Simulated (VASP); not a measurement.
Wanted: the native input for a VASP 6.6.1 run.

- Task: single point
- Functional: r2SCAN
- Potentials or basis: VASP PAW PBE potentials, release 64 (C)
- Cutoff: 520 eV
- k mesh: 12 × 12 × 12
- Occupations: gaussian, width 0.01 eV
- Spin: no spin polarisation
- Dipole correction: no
- Further INCAR settings: ALGO = Normal; EDIFF = 1e-07; NBANDS = 11

The system is C.

```
CELL_PARAMETERS angstrom
1.77495 1.77495 0.00000
-1.77495 1.77495 0.00000
0.00000 1.77495 1.77495
ATOMIC_POSITIONS crystal
C 0.50000 0.50000 0.00000
C 0.75000 0.25000 0.50000
```

One way to write it, as run:

POSCAR

```
C
1.0
    1.7749542756      1.7749542756      0.0000000000
   -1.7749542756      1.7749542756      0.0000000000
    0.0000000000      1.7749542756      1.7749542756
C
2
Direct
    0.5000000000      0.5000000000      0.0000000000
    0.7500000000      0.2500000000      0.5000000000
```

INCAR.step1

```
SYSTEM = C
  PREC = Accurate
  ENCUT = 520
  ISMEAR = 0
  SIGMA = 0.01
  LREAL = .FALSE.
  LASPH = .TRUE.
  NELM = 80
  NBANDS = 11
  GGA = PE
  ALGO = Normal
  EDIFF = 1E-4
  LWAVE = .TRUE.
  LCHARG = .FALSE.
```

INCAR.step2

```
SYSTEM = C
  PREC = Accurate
  ENCUT = 520
  EDIFF = 1E-7
  ISMEAR = 0
  SIGMA = 0.01
  LREAL = .FALSE.
  LASPH = .TRUE.
  NELM = 80
  ALGO = Normal
  ISIF = 2
  LWAVE = .FALSE.
  LCHARG = .FALSE.
  METAGGA = R2SCAN
  LMIXTAU = .TRUE.
  NBANDS = 11
  ISTART = 1
```

KPOINTS

```
Automatic mesh
0
G
  12 12 12
  0 0 0
```

Potentials or basis: VASP PAW PBE potentials, release 64 (C).

The run is started by

```bash
$ cat potpaw_PBE.64/C/POTCAR > POTCAR
$ cp INCAR.step1 INCAR
$ mpirun -np 1 vasp_std > vasp.out
$ cp INCAR.step2 INCAR
$ mpirun -np 1 vasp_std > vasp.out
```

Results of the run:

| Item | Value |
| --- | --- |
| Pressure | 5.2 GPa |
| Band gap on the k mesh | 4.38 eV (least direct gap 5.87 eV) |

Caveat: the cell stands under pressure; the PAW data sets were made with another functional, which shifts forces and pressure a little.

Wall time 59 s on 1 thread of Intel Xeon 8259CL, on a shared host, peak memory 0.13 GiB.
